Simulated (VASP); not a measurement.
# MnCu (R-3m) in VASP: single point with PBE

Aim: the single point of MnCu with PBE.

Everything below comes from runs of VASP 6.6.1. Logs are shortened: lines on timing, memory, paths and dates and some standing lists are left out, and cuts for length are marked.

### 1 The cell of the first run

Symmetry: R-3m, No. 166, trigonal system. The conventional cell has a = 2.557 Å, b = 2.557 Å, c = 12.927 Å, α = 90.00°, β = 90.00°, γ = 120.00°. Mn (site symmetry -3m) has 6 Mn at 2.56 Å and 6 Cu at 2.61 Å within 3.4 Å. Within 3.4 Å of Cu (site symmetry -3m) lie 6 Cu at 2.56 Å and 6 Mn at 2.61 Å.

### 2 Single point, PBE, collinear spin, ferromagnetic start

INCAR reads:

```
SYSTEM = MnCu
ALGO = Normal ; EDIFF = 1E-7
ENCUT = 520 ; GGA = PE
ISIF = 2 ; ISMEAR = 0
ISPIN = 2 ; LASPH = .True.
LCHARG = .True. ; LELF = .True.
LMAXMIX = 4 ; LORBIT = 11
LREAL = .False. ; LVHAR = .True.
LWAVE = .False. ; MAGMOM = 5 0
NBANDS = 23 ; NELM = 150
PREC = Accurate ; SIGMA = 0.1
```

KPOINTS reads:

```
k-points
0
Gamma
  18 18 18
  0 0 0
```

POSCAR reads:

```
MnCu
1.0
   -1.8852375576     -1.8852375576     -3.6930058167
   -1.8852375576     -3.6930058167     -1.8852375576
   -3.6930058167     -1.8852375576     -1.8852375576
Mn Cu
1 1
Direct
    0.0000000000      0.0000000000      0.0000000000
    0.5000000000      0.5000000000      0.5000000000
```

Potentials or basis: VASP PAW PBE potentials, release 64 (Mn_pv, Cu).

Started as:

```bash
cat potpaw_PBE.64/Mn_pv/POTCAR potpaw_PBE.64/Cu/POTCAR > POTCAR
mpirun -np 1 vasp_std > vasp.out
```

OUTCAR:

```text
SYSTEM = MnCu
   EDIFF = 1E-7
   ENCUT = 520
   GGA = PE
   ISIF = 2
   ISMEAR = 0
   ISPIN = 2
   LASPH = .True.
   LORBIT = 11
   LREAL = .False.
   NELM = 150
   PREC = Accurate

 ion  position               nearest neighbor table
   1  0.000  0.000  0.000-   2 2.61   2 2.61   2 2.61   2 2.61   2 2.61   2 2.61
   2  0.500  0.500  0.500-   1 2.61   1 2.61   1 2.61   1 2.61   1 2.61   1 2.61

  LATTYP: Found a trigonal (rhomboedric) cell.
 ALAT       =     4.5548362495
 COS(alpha) =     0.8424784499

  Lattice vectors:

 A1 = (  -1.8852375576,  -1.8852375576,  -3.6930058167)
 A2 = (  -1.8852375576,  -3.6930058167,  -1.8852375576)
 A3 = (  -3.6930058167,  -1.8852375576,  -1.8852375576)

Analysis of symmetry for initial positions (statically):
=====================================================================
 Subroutine PRICEL returns:
 Original cell was already a primitive cell.

 Routine SETGRP: Setting up the symmetry group for a
 trigonal (rhombohedral) supercell.

 Subroutine GETGRP returns: Found 12 space group operations
 (whereof 12 operations were pure point group operations)
 out of a pool of 12 trial point group operations.

The static configuration has the point symmetry D_3d.

Analysis of symmetry for dynamics (positions and initial velocities):
=====================================================================
 Subroutine PRICEL returns:
 Original cell was already a primitive cell.

 Routine SETGRP: Setting up the symmetry group for a
 trigonal (rhombohedral) supercell.

 Subroutine GETGRP returns: Found 12 space group operations
 (whereof 12 operations were pure point group operations)
 out of a pool of 12 trial point group operations.

The dynamic configuration has the point symmetry D_3d.

Analysis of structural, dynamic, and magnetic symmetry:
=====================================================================
 Subroutine PRICEL returns:
 Original cell was already a primitive cell.

 Routine SETGRP: Setting up the symmetry group for a
 trigonal (rhombohedral) supercell.

 Subroutine GETGRP returns: Found 12 space group operations
 (whereof 12 operations were pure point group operations)
 out of a pool of 12 trial point group operations.

The overall configuration has the point symmetry D_3d.

 Subroutine INISYM returns: Found 12 space group operations
 (whereof 12 operations are pure point group operations),
 and found     1 'primitive' translations

----------------------------------------------------------------------------------------

                                     Primitive cell

  volume of cell :      24.3909

  direct lattice vectors                    reciprocal lattice vectors
    -1.885237558 -1.885237558 -3.693005817     0.139727503  0.139727503 -0.413440744
    -1.885237558 -3.693005817 -1.885237558     0.139727503 -0.413440744  0.139727503
    -3.693005817 -1.885237558 -1.885237558    -0.413440744  0.139727503  0.139727503

  length of vectors
     4.554836249  4.554836249  4.554836249     0.458236619  0.458236619  0.458236619

  position of ions in fractional coordinates (direct lattice)
     0.000000000  0.000000000  0.000000000
     0.500000000  0.500000000  0.500000000

  ion indices of the primitive-cell ions
   primitive index   ion index
                 1           1
                 2           2

----------------------------------------------------------------------------------------

 KPOINTS: k-points

Automatic generation of k-mesh.
 Grid dimensions read from file:
 generate k-points for:   18   18   18

 Generating k-lattice:

  Cartesian coordinates                     Fractional coordinates (reciprocal lattice)
     0.007762639  0.007762639 -0.022968930     0.055555556  0.000000000  0.000000000
     0.007762639 -0.022968930  0.007762639     0.000000000  0.055555556  0.000000000
    -0.022968930  0.007762639  0.007762639     0.000000000  0.000000000  0.055555556

  Length of vectors
     0.025457590  0.025457590  0.025457590

  Shift w.r.t. Gamma in fractional coordinates (k-lattice)
     0.000000000  0.000000000  0.000000000

 Subroutine IBZKPT returns following result:
 ===========================================

 Found    580 irreducible k-points:

 Following reciprocal coordinates:
            Coordinates               Weight
  0.000000  0.000000  0.000000      1.000000
  0.055556  0.000000  0.000000      6.000000
  0.111111  0.000000  0.000000      6.000000
  0.166667 -0.000000 -0.000000      6.000000
  0.222222 -0.000000 -0.000000      6.000000
  0.277778  0.000000  0.000000      6.000000
[... 16 lines left out ...]
 -0.277778  0.055556  0.000000     12.000000
 -0.222222  0.055556  0.000000     12.000000
 [... further k-points ...]
   k-points           NKPTS =    580   k-points in BZ     NKDIM =    580   number of bands    NBANDS=     23
   number of dos      NEDOS =    301   number of ions     NIONS =      2
   total plane-waves  NPLWV =  46656
   dimension x,y,z NGX =    36 NGY =   36 NGZ =   36
   dimension x,y,z NGXF=    72 NGYF=   72 NGZF=   72
   ions per type =               1   1
   NGX,Y,Z   is equivalent  to a cutoff of  13.14, 13.14, 13.14 a.u.
   NGXF,Y,Z  is equivalent  to a cutoff of  26.28, 26.28, 26.28 a.u.
 SYSTEM =  MnCu
   PREC   = accura    normal or accurate (medium, high low for compatibility)
   ISTART =      0    job   : 0-new  1-cont  2-samecut
   ICHARG =      2    charge: 1-file 2-atom 10-const
   ISPIN  =      2    spin polarized calculation?
   LNONCOLLINEAR =      F non collinear calculations
   LSORBIT =      F    spin-orbit coupling
   LASPH  =      T    aspherical Exc in radial PAW
   ENCUT  =  520.0 eV  38.22 Ry    6.18 a.u.   8.47  8.47  8.47*2*pi/ulx,y,z
   NELM   =    150;   NELMIN=  2; NELMDL= -5     # of ELM steps
   EDIFF  = 0.1E-06   stopping-criterion for ELM
   LREAL  =      F    real-space projection
   EDIFFG = 0.1E-05   stopping-criterion for IOM
   NSW    =      0    number of steps for IOM
   IBRION =     -1    ionic relax: 0-MD 1-quasi-New 2-CG
   NFREE  =      0    steps in history (QN), initial steepest desc. (CG)
   ISIF   =      2    stress and relaxation
   ISYM   =      2    0-nonsym 1-usesym 2-fastsym
   POTIM  = 0.5000    time-step for ionic-motion
   TEBEG  =    0.0;   TEEND  =   0.0 temperature during run
   PSTRESS=    0.0 pullay stress
   NELECT =      24.0000    total number of electrons
   NUPDOWN=      -1.0000    fix difference up-down
   EMIN   =  10.00;   EMAX   =-10.00  energy-range for DOS
   EFERMI =   0.00;   METHOD = LEGACY
   ISMEAR =     0;   SIGMA  =   0.10  broadening in eV -4-tet -1-fermi 0-gaus
   EFERMI_NEDOS =   21; number of points for ismear=-14 and -15
   IALGO  =     38    algorithm
   IMIX   =      4    mixing-type and parameters
     AMIX     =   0.40;   BMIX     =  1.00
     AMIX_MAG =   1.60;   BMIX_MAG =  1.00
  volume/ion in A,a.u.               =      12.20        82.30
  Fermi-wavevector in a.u.,A,eV,Ry     =   1.628307  3.077054 36.074261  2.651383
  Thomas-Fermi vector in A             =   2.720959
   LORBIT       =     11    0 simple, 1 ext, 2 COOP (PROOUT), +10 PAW based schemes
   GGA     = PE    functional components
   LHFCALC =     F    Hartree Fock is set to
   AEXX    =    0.0000 exact exchange contribution
   IVDW    =     0    specifies the selected vdW correction
   LEPSILON=     F    determine dielectric tensor
   LRPA    =     F    only Hartree local field effects (RPA)
 spin polarized calculation
 Gauss-broadening in eV      SIGMA  =   0.10
  energy-cutoff  :      520.00
  volume of cell :       24.39
 maximum number of plane-waves:       671
 NGX is ok and might be reduce to    36
   NGX = 17   NGY = 17   NGZ = 17

 number of electron      23.9999995 magnetization       2.6235587

 Free energy of the ion-electron system (eV)
  ---------------------------------------------------
  ext. energy  EPLUGINS =         0.00000000
  ---------------------------------------------------
  free energy    TOTEN  =       -12.18199653 eV

  energy without entropy =      -12.17237975  energy(sigma->0) =      -12.17718814

 E-fermi :   8.0978     XC(G=0): -12.8789

 val. band max:        8.0975148272   @ k =  -0.3889   0.4444   0.2778
 cond. band min:       8.0994474932   @ k =   0.5000   0.3889   0.1667
 fundamental gap:      0.0019326659
 Fermi energy:         8.0977655181

 spin component 1

 k-point     1 :       0.0000    0.0000    0.0000
  band No.  band energies     occupation
      1     -40.8371      1.00000
      2     -40.4705      1.00000
      3     -40.4705      1.00000
      4      -0.5943      1.00000
      5       3.2109      1.00000
      6       5.0928      1.00000
[... 15 lines left out ...]
     22      33.8945      0.00000
     23      33.8945      0.00000
[... 575 lines left out ...]
      1     -40.8067      1.00000
      2     -40.6818      1.00000
      3     -40.5248      1.00000
      4       1.4284      1.00000
      5       4.1629      1.00000
      6       4.5375      1.00000
[... 15 lines left out ...]
     22      30.6991      0.00000
     23      31.9614      0.00000

 [... further k-points ...]

 spin component 2

 k-point     1 :       0.0000    0.0000    0.0000
  band No.  band energies     occupation
      1     -37.9828      1.00000
      2     -37.9828      1.00000
      3     -37.8724      1.00000
      4      -0.3979      1.00000
      5       3.6702      1.00000
      6       5.2335      1.00000
[... 15 lines left out ...]
     22      34.1205      0.00000
     23      34.1205      0.00000
[... 575 lines left out ...]
      1     -38.2132      1.00000
      2     -38.0414      1.00000
      3     -37.8379      1.00000
      4       1.6453      1.00000
      5       4.4476      1.00000
      6       4.8121      1.00000
[... 15 lines left out ...]
     22      31.1378      0.00000
     23      32.3790      0.00000

 [... further k-points ...]
[... 5 lines left out ...]
  --------------------------------------------------------------------------------------
  -------------------------------------------------------------------------------------
  Total        0.1020243      0.1020243      0.1020243     -0.0020365     -0.0020365     -0.0020365
  in kB        6.7017332      6.7017332      6.7017332     -0.1337716     -0.1337716     -0.1337716
  external PRESSURE =       6.7017332 kB  Pullay stress =       0.0000000 kB

 VOLUME and BASIS-vectors are now :
 -----------------------------------------------------------------------------
  energy-cutoff  :      520.00
  volume of cell :       24.39
      direct lattice vectors                 reciprocal lattice vectors
    -1.885237558 -1.885237558 -3.693005817     0.139727503  0.139727503 -0.413440744
    -1.885237558 -3.693005817 -1.885237558     0.139727503 -0.413440744  0.139727503
    -3.693005817 -1.885237558 -1.885237558    -0.413440744  0.139727503  0.139727503

 POSITION                                       TOTAL-FORCE (eV/Angst)
 -----------------------------------------------------------------------------------
      0.00000      0.00000      0.00000         0.000000     -0.000000      0.000000
     -3.73174     -3.73174     -3.73174        -0.000000      0.000000     -0.000000
 -----------------------------------------------------------------------------------
    total drift:                               -0.000000      0.000000     -0.000000

  FREE ENERGIE OF THE ION-ELECTRON SYSTEM (eV)
  ---------------------------------------------------
  free  energy   TOTEN  =       -12.1819965332 eV

  energy  without entropy=      -12.1723797543  energy(sigma->0) =      -12.17718814

 total charge

# of ion       s       p       d       tot
------------------------------------------
    1        0.365   6.282   5.072  11.719
    2        0.466   0.423   9.135  10.024
--------------------------------------------------
tot          0.831   6.705  14.206  21.743

 magnetization (x)

# of ion       s       p       d       tot
------------------------------------------
    1        0.004   0.020   2.456   2.480
    2       -0.019  -0.025   0.132   0.088
--------------------------------------------------
tot         -0.015  -0.005   2.588   2.568
```

Run time: 46 min. Hardware: 1 thread of Oxide Virtual Turin-like, shared host; peak memory 0.59 GiB.

What came out:

```yaml
Free_energy: -12.1820 eV
Pressure: 0.7 GPa
Net_moment: 2.62 μB per cell
Site_moments: Mn +2.48; Cu +0.09 μB
Valence_electrons_inside_the_program's_atomic_spheres: Mn 11.72; Cu 10.02
```
